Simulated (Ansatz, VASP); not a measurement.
# AlN: VASP beside Ansatz

The input INCAR:

```
SYSTEM = AlN
PREC = Accurate ; ENCUT = 520
EDIFF = 1E-7 ; ISMEAR = 0
SIGMA = 0.05 ; LREAL = .False.
LASPH = .True. ; NELM = 100
ALGO = Normal ; ISIF = 2
LWAVE = .False. ; LCHARG = .False.
GGA = PE ; NBANDS = 11
```

The input KPOINTS:

```
regular mesh
0
Gamma
  10 10 10
  0 0 0
```

Contents of POSCAR:

```
AlN
1.0
    0.0000000000      1.9200101273      1.9200101273
    1.9200101273      0.0000000000      1.9200101273
    1.9200101273      1.9200101273      0.0000000000
Al N
1 1
Direct
    0.5000000000      0.5000000000      0.5000000000
    0.0000000000      0.0000000000      0.0000000000
```

Input for Ansatz:

```yaml
crystal:
  lattice:
    - [0.0, 1.9200101273, 1.9200101273]
    - [1.9200101273, 0.0, 1.9200101273]
    - [1.9200101273, 1.9200101273, 0.0]
  atoms:
    - { symbol: Al, position: [0.5, 0.5, 0.5] }
    - { symbol: "N", position: [0.0, 0.0, 0.0] }
basis:
  ecutwfc: 520.0
kpoints:
  mp_grid: { grid: [10, 10, 10] }
hamiltonian:
  xc: pbe
  pseudopotentials: { kind: paw, azcp: { folder: soft_1 } }
scf:
  occupations: { method: gaussian, width: 0.05 }
output:
  forces: true
  stress: true
  eigenvalues: true
  write_density: true
  write_potential: true
  elf: true
  volumetric_format: npy
```

Alike in both runs: task single point; functional PBE; k mesh 10 × 10 × 10; occupations gaussian, width 0.05 eV; no spin polarisation.

```csv
,VASP,Ansatz
version,VASP 6.6.1,Ansatz 0.2.0
potentials or method,"VASP PAW PBE potentials, release 64 (Al, N), cutoff 520 eV","scalar-relativistic, plane waves, PAW"
valence electrons in the cell,8,8
```

```tsv
	VASP	Ansatz	Ansatz less VASP
gap on the k mesh at the Fermi level (eV)	4.99	4.97	-0.016
least direct gap on the mesh (eV)	8.09	8.07	-0.028
```

With one functional, cell and mesh, what is left measures potentials, basis and numerics.
